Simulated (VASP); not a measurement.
Cu:

```xyz
2
Lattice="2.5341 0.0000 0.0000 -1.2670 2.1946 0.0000 0.0000 0.0000 4.1126" Properties=species:S:1:pos:R:3 pbc="T T T"
Cu    1.2670    0.7315    3.0844
Cu    0.0000    1.4631    1.0281
```

Base run:

```yaml
Program: VASP 6.6.1
Functional: r2SCAN
Potentials_or_basis: VASP PAW PBE potentials, release 64 (Cu)
Cutoff: 520 eV
k_mesh: 12 × 12 × 7
Occupations: fermi-dirac, width 0.05 eV
Spin: no spin polarisation
```

Its results: band gap on the k mesh zero (band 11 reaches 12.01 eV, above the bottom of band 12 at 5.77 eV); pressure 1.1 GPa.

Problem. After a change of settings the same cell gave: band gap on the k mesh zero (band 11 reaches 11.82 eV, above the bottom of band 12 at 5.89 eV); pressure -0.7 GPa. Which change was it?
A. k mesh from 12 × 12 × 7 to 7 × 7 × 4; further incar settings from ALGO = Normal; EDIFF = 1e-06; NBANDS = 18 to ALGO = Normal; EDIFF = 1e-07; NBANDS = 18
B. k mesh from 12 × 12 × 7 to 10 × 10 × 6
C. functional from r2SCAN to PBE0; k mesh from 12 × 12 × 7 to 6 × 6 × 4
D. functional from r2SCAN to PBEsol

Solution. D.

Caveats: the PAW data sets were made with another functional, which shifts forces and pressure a little.
